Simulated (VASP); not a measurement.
Write the native input for VASP 6.6.1 that does the following.

```yaml
Task: relaxation of cell and atoms
Functional: PBE
Potentials_or_basis: VASP PAW PBE potentials, release 64 (Rb_sv, Zn)
Cutoff: 600 eV
k_mesh: 6 × 6 × 4
Occupations: gaussian, width 0.1 eV
Spin: no spin polarisation
Dipole_correction: no
Further_INCAR_settings: ALGO = Normal; EDIFF = 1e-06; IBRION = 2; EDIFFG = -0.04; NSW = 90; ISIF = 3
```

The structure of RbZn lies in POSCAR:

```
RbZn
1.0
    3.5306149778      0.0000000000      0.0000000000
    0.0000000000      3.5306149778      0.0000000000
    0.0000000000      0.0000000000      4.6276274887
Rb Zn
1 1
Direct
    0.5000000000      0.5000000000      0.5000000000
    0.0000000000      0.0000000000      0.0000000000
```

The input as run:

INCAR

```
  ALGO = Normal
  EDIFF = 1E-6
  EDIFFG = -0.04
  ENCUT = 600
  GGA = PE
  IBRION = 2
  ISIF = 3
  ISMEAR = 0
  LASPH = True
  LCHARG = False
  LREAL = False
  LWAVE = False
  NELM = 100
  NSW = 90
  PREC = Accurate
  SIGMA = 0.1
```

KPOINTS

```
k-points
0
Gamma
  6 6 4
```

Potentials or basis: VASP PAW PBE potentials, release 64 (Rb_sv, Zn).

Run with:

```sh
$ cat potpaw_PBE.64/Rb_sv/POTCAR potpaw_PBE.64/Zn/POTCAR > POTCAR
$ mpirun -np 1 vasp_std > vasp.out
```

It gave:

```json
{
  "Relaxed volume": "42.57 Å³/atom",
  "Relaxed cell": "a = 4.562 Å, b = 4.562 Å, c = 4.091 Å, α = 90.00°, β = 90.00°, γ = 90.00°",
  "Space group after relaxing (to 0.05 Å)": "P4/mmm (No. 123)",
  "Energy gained by relaxing": "226.6 meV/atom",
  "Ionic steps": "15",
  "Pressure after relaxing": "0.0 GPa"
}
```

Caveat: the volume moved by over 15 % at a fixed basis, so the end points are rough.

Run time: 110 s on 1 thread of Intel(R) Xeon(R) Platinum 8559C (Emerald Rapids) (shared host), peak memory 0.2 GiB.
